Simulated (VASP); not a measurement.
Write the native input for VASP 6.6.1 that does the following.

```
Task                   : single point
Functional             : PBE
Potentials or basis    : VASP PAW PBE potentials, release 64 (Pd)
Cutoff                 : 520 eV
k mesh                 : 12 × 12 × 12
Occupations            : fermi-dirac, width 0.05 eV
Spin                   : collinear spin, antiferromagnetic start
Starting moments       : [0.5, -0.5] μB
Dipole correction      : no
Further INCAR settings : ALGO = Normal; EDIFF = 1e-06; NBANDS = 21
```

The structure of Pd lies in POSCAR:

```
Pd
1.0
    0.0000000000      2.5414134994      2.5414134994
    2.5414134994      0.0000000000      2.5414134994
    2.5414134994      2.5414134994      0.0000000000
Pd
2
Direct
    0.0000000000      0.0000000000      0.0000000000
    0.5000000000      0.5000000000      0.5000000000
```

This cell differs from its parent crystal: volume scaled by 0.92.

The input as run:

INCAR

```
PREC = Accurate
ENCUT = 520
EDIFF = 1E-6
ISMEAR = -1
SIGMA = 0.05
LREAL = False
LASPH = True
NELM = 150
ALGO = Normal
ISIF = 2
LWAVE = False
LCHARG = False
ISPIN = 2
MAGMOM = 0.5 -0.5
LORBIT = 11
LMAXMIX = 4
GGA = PE
NBANDS = 21
```

KPOINTS

```
regular mesh
0
Gamma
  12 12 12
```

Potentials or basis: VASP PAW PBE potentials, release 64 (Pd).

The run is started by

```bash
$ cat potpaw_PBE.64/Pd/POTCAR > POTCAR
$ mpirun -np 1 vasp_std > vasp.out
```

Results of the run:

```json
{
  "Pressure": "12.4 GPa",
  "Band gap on the k mesh": "zero (filled and empty bands overlap)",
  "Net moment": "0.00 μB per cell",
  "Valence electrons inside the program's atomic spheres": "Pd 9.49"
}
```

It took 56 s on 1 thread of AMD EPYC 9R45 96-Core Processor (Zen 5), with other jobs on the host, peak memory 0.18 GiB.
